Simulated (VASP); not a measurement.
**NaF: single point with PBE**

Crystal: NaF.

```xyz
4
Lattice="3.6915 0.0000 0.0000 -1.8457 3.1969 0.0000 0.0000 0.0000 5.7423" Properties=species:S:1:pos:R:3 pbc="T T T"
Na    0.0000    2.1313    5.4226
Na    1.8457    1.0656    2.5514
F     1.8457    1.0656    0.3197
F     0.0000    2.1313    3.1909
```

The cell was generated, and may not be a known phase.

| Item | Value |
| --- | --- |
| Program | VASP 6.6.1 |
| Task | single point |
| Functional | PBE |
| Potentials or basis | VASP PAW PBE potentials, release 64 (Na_pv, F) |
| Cutoff | 520 eV |
| k mesh | 6 × 6 × 4 |
| Occupations | gaussian, width 0.1 eV |
| Spin | no spin polarisation |

- Pressure: 0.1 GPa
- Largest force: 0.024 eV/Å
- Band gap on the k mesh: 5.45 eV

Forces in eV/Å, atoms in the order of the input:
```
Na   0.000  0.000  0.024
Na   0.000  0.000  0.024
F    0.000  0.000 -0.024
F    0.000  0.000 -0.024
```

Stress tensor (GPa, compression positive):
```
 0.27  0.00  0.00
 0.00  0.27  0.00
 0.00  0.00 -0.08
```

Levels at points of the mesh, in eV from the valence-band top:
```
           k point  band 10  band 11  band 12  band 13  band 14  band 15  band 16  band 17  band 18  band 19
(0.00, 0.00, 0.00)    -0.14    -0.14    -0.08    -0.08     0.00     5.45     9.96    10.86    16.60    16.60
(0.50, 0.00, 0.00)    -0.58    -0.41    -0.26    -0.16    -0.10     9.16     9.87    11.43    12.48    13.54
(0.00, 0.00, 0.50)    -0.50    -0.11    -0.11    -0.11    -0.11     7.00     7.00    14.81    14.81    17.24
(0.50, 0.00, 0.50)    -0.83    -0.18    -0.18    -0.15    -0.15     9.70     9.70    11.22    11.22    15.82
```

It took 20 s on 1 thread of Intel(R) Xeon(R) Platinum 8488C (Sapphire Rapids) (shared host), peak memory 0.18 GiB.

A k mesh can miss the band edges.
